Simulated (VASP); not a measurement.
# SiC (F-43m) in VASP: notebook

SiC is run at these levels: HSE06; tasks: single point, relaxation of cell and atoms.

All numbers are computed with VASP 6.6.1; they aren't measurements. Logs are shortened: lines on timing, memory, paths and dates and some standing lists are left out, and cuts for length are marked.

**The experiment to reproduce.**

“Insight into the structural, elastic and electronic properties of a new orthorhombic 6O-SiC polytype”, 2020, pmc:7200658 quotes, for a bulk crystal of SiC: band gap 2.4 eV (indirect).

The runs below are set against these values where they give the same quantity.

**1. The cell of the first run**

It takes space group F-43m (No. 216, cubic). Conventional cell: a = 4.349 Å, b = 4.349 Å, c = 4.349 Å, α = 90.00°, β = 90.00°, γ = 90.00°. Si (site symmetry -43m) has 4 C at 1.88 Å within 2.5 Å. Within 2.5 Å of C (site symmetry -43m) lie 4 Si at 1.88 Å.

**2. Single point, HSE06**

The input, POSCAR:

```
SiC
1.0
    0.0000000000      2.1746608756      2.1746608756
    2.1746608756      0.0000000000      2.1746608756
    2.1746608756      2.1746608756      0.0000000000
Si C
1 1
Direct
    0.0000000000      0.0000000000      0.0000000000
    0.2500000000      0.2500000000      0.2500000000
```

The input, INCAR.step1:

```
ALGO     = Normal         # electronic algorithm
EDIFF    = 1E-5           # SCF threshold, eV
ENCUT    = 520            # plane-wave cutoff, eV
GGA      = PE             # functional
ISIF     = 2              # what is computed and relaxed
ISMEAR   = 0              # smearing method
LASPH    = T              # aspherical terms in the spheres
LREAL    = F              # projectors in reciprocal space
LWAVE    = T              # write WAVECAR
NBANDS   = 11             # bands
NELM     = 100            # most SCF steps
PREC     = Accurate       # precision mode
SIGMA    = 0.02           # smearing width, eV
```

The input, INCAR.step2:

```
ALGO     = Normal         # electronic algorithm
EDIFF    = 1E-6           # SCF threshold, eV
ENCUT    = 520            # plane-wave cutoff, eV
GGA      = PE             # functional
HFSCREEN = 0.2079         # screening, 1/A
ISIF     = 2              # what is computed and relaxed
ISMEAR   = 0              # smearing method
ISTART   = 1            
LASPH    = T              # aspherical terms in the spheres
LCHARG   = T              # write CHGCAR
LELF     = T              # ELF
LHFCALC  = T              # exact exchange
LREAL    = F              # projectors in reciprocal space
LVHAR    = T            
LWAVE    = F              # write WAVECAR
NBANDS   = 11             # bands
NELM     = 100            # most SCF steps
PREC     = Accurate       # precision mode
PRECFOCK = Normal       
SIGMA    = 0.02           # smearing width, eV
```

The input, KPOINTS:

```
k-points
0
Gamma
  6 6 6
```

Potentials or basis: VASP PAW PBE potentials, release 64 (Si, C).

Run with:

```
$ cat potpaw_PBE.64/Si/POTCAR potpaw_PBE.64/C/POTCAR > POTCAR
$ cp INCAR.step1 INCAR
$ mpirun -np 1 vasp_std > vasp.out
$ cp INCAR.step2 INCAR
$ mpirun -np 1 vasp_std > vasp.out
```

OUTCAR:

```text
EDIFF = 1E-6
   ENCUT = 520
   GGA = PE
   HFSCREEN = 0.2079
   ISIF = 2
   ISMEAR = 0
   ISTART = 1
   LASPH = T
   LHFCALC = T
   LREAL = F
   NELM = 100
   PREC = Accurate
   PRECFOCK = Normal

 ion  position               nearest neighbor table
   1  0.000  0.000  0.000-   2 1.88   2 1.88   2 1.88   2 1.88
   2  0.250  0.250  0.250-   1 1.88   1 1.88   1 1.88   1 1.88

  LATTYP: Found a face centered cubic cell.
 ALAT       =     4.3493217512

  Lattice vectors:

 A1 = (   0.0000000000,   2.1746608756,   2.1746608756)
 A2 = (   2.1746608756,   0.0000000000,   2.1746608756)
 A3 = (   2.1746608756,   2.1746608756,   0.0000000000)

Analysis of symmetry for initial positions (statically):
=====================================================================
 Subroutine PRICEL returns:
 Original cell was already a primitive cell.

 Routine SETGRP: Setting up the symmetry group for a
 face centered cubic supercell.

 Subroutine GETGRP returns: Found 24 space group operations
 (whereof 24 operations were pure point group operations)
 out of a pool of 48 trial point group operations.

The static configuration has the point symmetry T_d .

Analysis of symmetry for dynamics (positions and initial velocities):
=====================================================================
 Subroutine PRICEL returns:
 Original cell was already a primitive cell.

 Routine SETGRP: Setting up the symmetry group for a
 face centered cubic supercell.

 Subroutine GETGRP returns: Found 24 space group operations
 (whereof 24 operations were pure point group operations)
 out of a pool of 48 trial point group operations.

The dynamic configuration has the point symmetry T_d .

 Subroutine INISYM returns: Found 24 space group operations
 (whereof 24 operations are pure point group operations),
 and found     1 'primitive' translations

----------------------------------------------------------------------------------------

                                     Primitive cell

  volume of cell :      20.5686

  direct lattice vectors                    reciprocal lattice vectors
     0.000000000  2.174660876  2.174660876    -0.229920907  0.229920907  0.229920907
     2.174660876  0.000000000  2.174660876     0.229920907 -0.229920907  0.229920907
     2.174660876  2.174660876  0.000000000     0.229920907  0.229920907 -0.229920907

  length of vectors
     3.075434904  3.075434904  3.075434904     0.398234692  0.398234692  0.398234692

[... 87 lines left out ...]
   EFERMI_NEDOS =   21; number of points for ismear=-14 and -15
   IALGO  =     38    algorithm
   IMIX   =      1    mixing-type and parameters
     AMIX     =   0.40;   BMIX     =  1.00
     AMIX_MAG =   1.60;   BMIX_MAG =  1.00
  volume/ion in A,a.u.               =      10.28        69.40
  Fermi-wavevector in a.u.,A,eV,Ry     =   1.195006  2.258233 19.429643  1.428038
  Thomas-Fermi vector in A             =   2.330982
   LORBIT       =      0    0 simple, 1 ext, 2 COOP (PROOUT), +10 PAW based schemes
   GGA     = PE    functional components
   LHFCALC =     T    Hartree Fock is set to
   PRECFOCK=normal    Normal, Fast or Accurate (Low or Medium for compatibility)
   ENCUT4O =  -1.0   cutoff for four orbital integrals eV
   NKREDX  =     1    reduce k-point grid by
   NKREDY  =     1    reduce k-point grid by
   NKREDZ  =     1    reduce k-point grid by
   AEXX    =    0.2500 exact exchange contribution
   HFSCREEN=    0.2079 screening length (either q_TF or 0.3 A-1)
   HFSCREENC=   0.2079 screening length for correlation (either q_TF or 0.3 A-1)
   ENCUTFOCK=  -1.0 apply spherical cutoff to Coloumb kernel
   IVDW    =     0    specifies the selected vdW correction
   LEPSILON=     F    determine dielectric tensor
   LRPA    =     F    only Hartree local field effects (RPA)
 non-spin polarized calculation
 Gauss-broadening in eV      SIGMA  =   0.02
  energy-cutoff  :      520.00
  volume of cell :       20.57
 maximum number of plane-waves:       568
  NGX = 18; NGY = 18; NGZ = 18

 number of electron       8.0000001 magnetization

 Free energy of the ion-electron system (eV)
  ---------------------------------------------------
  ext. energy  EPLUGINS =         0.00000000
  ---------------------------------------------------
  free energy    TOTEN  =       -17.41584407 eV

  energy without entropy =      -17.41584407  energy(sigma->0) =      -17.41584407

 E-fermi :   7.7662     XC(G=0):  -9.3760

 val. band max:        7.5599619435   @ k =   0.0000   0.0000   0.0000
 cond. band min:       9.7881386347   @ k =   0.5000   0.5000   0.0000
 fundamental gap:      2.2281766912
 Fermi energy:         7.7661623634

 k-point     1 :       0.0000    0.0000    0.0000
  band No.  band energies     occupation
      1      -9.4750      2.00000
      2       7.5600      2.00000
      3       7.5600      2.00000
      4       7.5600      2.00000
      5      15.1712      0.00000
      6      16.1894      0.00000
      7      16.1894      0.00000
      8      16.1894      0.00000
      9      23.6773      0.00000
     10      23.6773      0.00000
     11      25.6318      0.00000
[... 197 lines left out ...]
 k-point    16 :      -0.3333    0.5000    0.1667
  band No.  band energies     occupation
      1      -3.8536      2.00000
      2      -0.4293      2.00000
      3       2.6201      2.00000
      4       2.8086      2.00000
      5      12.5928      0.00000
      6      15.9236      0.00000
      7      20.0302      0.00000
      8      21.4854      0.00000
      9      23.7357      0.00000
     10      27.1875      0.00000
     11      30.8510      0.00000

------------------------ aborting loop because EDIFF is reached ----------------------------------------

  FORCE on cell =-STRESS in cart. coord.  units (eV):
  Direction    XX          YY          ZZ          XY          YZ          ZX
  --------------------------------------------------------------------------------------
  -------------------------------------------------------------------------------------
  Total       -0.0527506     -0.0527506     -0.0527506      0.0000000      0.0000000      0.0000000
  in kB       -4.1089775     -4.1089775     -4.1089775      0.0000000      0.0000000      0.0000000
  external PRESSURE =      -4.1089775 kB  Pullay stress =       0.0000000 kB

 VOLUME and BASIS-vectors are now :
 -----------------------------------------------------------------------------
  energy-cutoff  :      520.00
  volume of cell :       20.57
      direct lattice vectors                 reciprocal lattice vectors
     0.000000000  2.174660876  2.174660876    -0.229920907  0.229920907  0.229920907
     2.174660876  0.000000000  2.174660876     0.229920907 -0.229920907  0.229920907
     2.174660876  2.174660876  0.000000000     0.229920907  0.229920907 -0.229920907

 POSITION                                       TOTAL-FORCE (eV/Angst)
 -----------------------------------------------------------------------------------
      0.00000      0.00000      0.00000        -0.000000     -0.000000     -0.000000
      1.08733      1.08733      1.08733         0.000000      0.000000      0.000000
 -----------------------------------------------------------------------------------
    total drift:                               -0.000000     -0.000000     -0.000000

  FREE ENERGIE OF THE ION-ELECTRON SYSTEM (eV)
  ---------------------------------------------------
  free  energy   TOTEN  =       -17.4158440709 eV

  energy  without entropy=      -17.4158440709  energy(sigma->0) =      -17.41584407
```

OUTCAR.step1:

```text
EDIFF = 1E-5
   ENCUT = 520
   GGA = PE
   ISIF = 2
   ISMEAR = 0
[... 434 lines left out ...]
 -----------------------------------------------------------------------------------
      0.00000      0.00000      0.00000        -0.000000     -0.000000     -0.000000
      1.08733      1.08733      1.08733         0.000000      0.000000      0.000000
 -----------------------------------------------------------------------------------
    total drift:                                0.000000      0.000000      0.000000

  FREE ENERGIE OF THE ION-ELECTRON SYSTEM (eV)
  ---------------------------------------------------
  free  energy   TOTEN  =       -15.0440284177 eV

  energy  without entropy=      -15.0440284177  energy(sigma->0) =      -15.04402842
```

Wall time 8.1 min (1 thread of Intel Xeon 8259CL, shared host); peak memory 0.24 GiB.

Results:

```
Free energy            : -17.4158 eV
Pressure               : -0.4 GPa
Band gap on the k mesh : 2.23 eV (least direct gap 5.74 eV)
```

Caveat: the PAW data sets were made with another functional, which shifts forces and pressure a little.

**3. Relaxation of cell and atoms, HSE06**

This run uses another cell than the first one, of 10.35 Å³/atom.

The input, POSCAR:

```
SiC
1.0
    0.0000000000      2.1790000000      2.1790000000
    2.1790000000      0.0000000000      2.1790000000
    2.1790000000      2.1790000000      0.0000000000
Si C
1 1
Direct
    0.0000000000      0.0000000000      0.0000000000
    0.2500000000      0.2500000000      0.2500000000
```

The input, INCAR.step1:

```
ALGO     = Normal         # electronic algorithm
EDIFF    = 1E-5           # SCF threshold, eV
ENCUT    = 600            # plane-wave cutoff, eV
GGA      = PE             # functional
ISMEAR   = 0              # smearing method
LASPH    = T              # aspherical terms in the spheres
LCHARG   = F              # write CHGCAR
LREAL    = F              # projectors in reciprocal space
LWAVE    = T              # write WAVECAR
NBANDS   = 11             # bands
NELM     = 60             # most SCF steps
PREC     = Accurate       # precision mode
SIGMA    = 0.02           # smearing width, eV
```

The input, INCAR.step2:

```
ALGO     = Normal         # electronic algorithm
EDIFF    = 1E-6           # SCF threshold, eV
EDIFFG   = -0.005         # ionic threshold
ENCUT    = 600            # plane-wave cutoff, eV
GGA      = PE             # functional
HFSCREEN = 0.2079         # screening, 1/A
IBRION   = 2              # ionic algorithm
ISIF     = 3              # what is computed and relaxed
ISMEAR   = 0              # smearing method
ISTART   = 1            
LASPH    = T              # aspherical terms in the spheres
LCHARG   = F              # write CHGCAR
LHFCALC  = T              # exact exchange
LREAL    = F              # projectors in reciprocal space
LWAVE    = F              # write WAVECAR
NELM     = 60             # most SCF steps
NSW      = 100            # ionic steps
PREC     = Accurate       # precision mode
PRECFOCK = Normal       
SIGMA    = 0.02           # smearing width, eV
```

KPOINTS is that of step 2.

Potentials or basis: VASP PAW PBE potentials, release 64 (Si, C).

Run with:

```
$ cat potpaw_PBE.64/Si/POTCAR potpaw_PBE.64/C/POTCAR > POTCAR
$ cp INCAR.step1 INCAR
$ mpirun -np 1 vasp_std > vasp.out
$ cp INCAR.step2 INCAR
$ mpirun -np 1 vasp_std > vasp.out
```

It took 29 min on 1 thread of Intel Xeon 8259CL, shared host; peak memory 0.26 GiB.

It converged, with:

```
Free energy                           : -17.4178 eV
Relaxed volume                        : 10.26 Å³/atom
Relaxed cell                          : a = 3.073 Å, b = 3.073 Å, c = 3.073 Å, α = 60.00°, β = 60.00°, γ = 60.00°
Space group after relaxing (to 0.1 Å) : F-43m (No. 216)
Energy gained by relaxing             : 0.5 meV/atom
Ionic steps                           : 3
Pressure after relaxing               : 0.0 GPa
Band gap on the k mesh                : 2.23 eV (least direct gap 5.74 eV)
```

The path:
```
step  energy change (eV)  largest force (eV/Å)  pressure (GPa)  volume (Å³)
   1              0.0000                0.0000           -1.93        20.69
   2              0.0004                0.0000            2.27        20.32
   3             -0.0010                0.0000            0.01        20.52
```

Final structure:
```yaml
crystal:
  lattice:
    - [0.00000, 2.17293, 2.17293]
    - [2.17293, 0.00000, 2.17293]
    - [2.17293, 2.17293, 0.00000]
  atoms:
    - { symbol: Si, position: [0.00000, 0.00000, 0.00000] }
    - { symbol: C, position: [0.25000, 0.25000, 0.25000] }
```

Levels at points of the mesh, in eV from the valence-band top:
| k point | band 1 | band 2 | band 3 | band 4 | band 5 | band 6 | band 7 | band 8 |
| --- | --- | --- | --- | --- | --- | --- | --- | --- |
| (0.00, 0.00, 0.00) | -17.05 | 0.00 | 0.00 | 0.00 | 7.64 | 8.65 | 8.65 | 8.65 |
| (0.50, 0.00, 0.00) | -13.17 | -9.40 | -1.16 | -1.16 | 6.72 | 8.51 | 8.51 | 11.60 |
| (0.50, 0.50, 0.00) | -11.60 | -8.57 | -3.52 | -3.52 | 2.23 | 5.40 | 16.04 | 16.04 |

Caveat: the PAW data sets were made with another functional, which shifts forces and pressure a little. A k mesh can miss the band edges.

**4. Comparison with measurements**

Step 2. A measured gap of SiC is 2.4 eV (indirect; quoted in “Insight into the structural, elastic and electronic properties of a new orthorhombic 6O-SiC polytype”, 2020, pmc:7200658); the calculated 2.23 eV misses it by -0.17 eV. The value is that of HSE06 on a finite k mesh, which can miss the band edges, without temperature or zero-point motion.
